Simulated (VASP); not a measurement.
Write the native input for VASP 6.6.1 that does the following.

| Property | Result |
| --- | --- |
| Task | relaxation of cell and atoms |
| Functional | PBE-based screened hybrid with 25 % exact exchange |
| Potentials or basis | VASP PAW PBE potentials, release 64 (Si, F) |
| Cutoff | 600 eV |
| k mesh | 5 × 5 × 5 |
| Occupations | fermi-dirac, width 0.05 eV |
| Spin | no spin polarisation |
| Dipole correction | no |
| Grid for exact exchange (PRECFOCK) | Normal |
| Share of exact exchange | 0.25 |
| Further INCAR settings | ALGO = Normal; EDIFF = 1e-06; IBRION = 2; EDIFFG = -0.01; NSW = 60; ISIF = 3 |
| Screening parameter | 0.3 1/Å |

Crystal: SiF.

```xyz
2
Lattice="3.0286 0.0000 0.0000 0.0000 3.0286 0.0000 0.0000 0.0000 3.0286" Properties=species:S:1:pos:R:3 pbc="T T T"
Si    1.5143    1.5143    1.5143
F     0.0000    0.0000    0.0000
```

One way to write it, as run:

POSCAR

```
SiF
1.0
    3.0286000000      0.0000000000      0.0000000000
    0.0000000000      3.0286000000      0.0000000000
    0.0000000000      0.0000000000      3.0286000000
Si F
1 1
Direct
    0.5000000000      0.5000000000      0.5000000000
    0.0000000000      0.0000000000      0.0000000000
```

INCAR.step1

```
SYSTEM = SiF
PREC = Accurate
ENCUT = 600
EDIFF = 1E-5
ISMEAR = -1
SIGMA = 0.05
LREAL = .False.
LASPH = .True.
NELM = 60
ALGO = Normal
LWAVE = .True.
LCHARG = .False.
GGA = PE
NBANDS = 12
```

INCAR.step2

```
SYSTEM = SiF
PREC = Accurate
ENCUT = 600
EDIFF = 1E-6
ISMEAR = -1
SIGMA = 0.05
LREAL = .False.
LASPH = .True.
NELM = 60
ALGO = Normal
ISIF = 3
LWAVE = .False.
LCHARG = .False.
GGA = PE
LHFCALC = .True.
AEXX = 0.25
HFSCREEN = 0.3
PRECFOCK = Normal
IBRION = 2
NSW = 60
EDIFFG = -0.01
ISTART = 1
```

KPOINTS

```
Automatic mesh
0
Gamma
  5 5 5
  0 0 0
```

Potentials or basis: VASP PAW PBE potentials, release 64 (Si, F).

Run with:

```sh
$ cat potpaw_PBE.64/Si/POTCAR potpaw_PBE.64/F/POTCAR > POTCAR
$ cp INCAR.step1 INCAR
$ mpirun -np 1 vasp_std > vasp.out
$ cp INCAR.step2 INCAR
$ mpirun -np 1 vasp_std > vasp.out
```

It gave:

| Quantity | Value |
| --- | --- |
| Relaxed volume | 13.58 Å³/atom |
| Relaxed cell | a = 3.006 Å, b = 3.006 Å, c = 3.006 Å, α = 90.00°, β = 90.00°, γ = 90.00° |
| Space group after relaxing (to 0.1 Å) | Pm-3m (No. 221) |
| Energy gained by relaxing | 1.8 meV/atom |
| Ionic steps | 2 |
| Pressure after relaxing | -0.1 GPa |
| Band gap on the k mesh | zero (an odd number of electrons rules out a gap without spin polarisation) |

Caveat: the k points lie up to 0.42 Å⁻¹ apart in the final cell, too coarse for converged energies and pressures of a metal; the PAW data sets were made with another functional, which shifts forces and pressure a little; an odd number of electrons without spin polarisation forces a metal; a magnetic or distorted state may lie lower.

Wall time 5.2 min on 1 thread of Intel(R) Xeon(R) Platinum 8375C CPU @ 2.90GHz (Ice Lake) (shared host), peak memory 0.24 GiB.
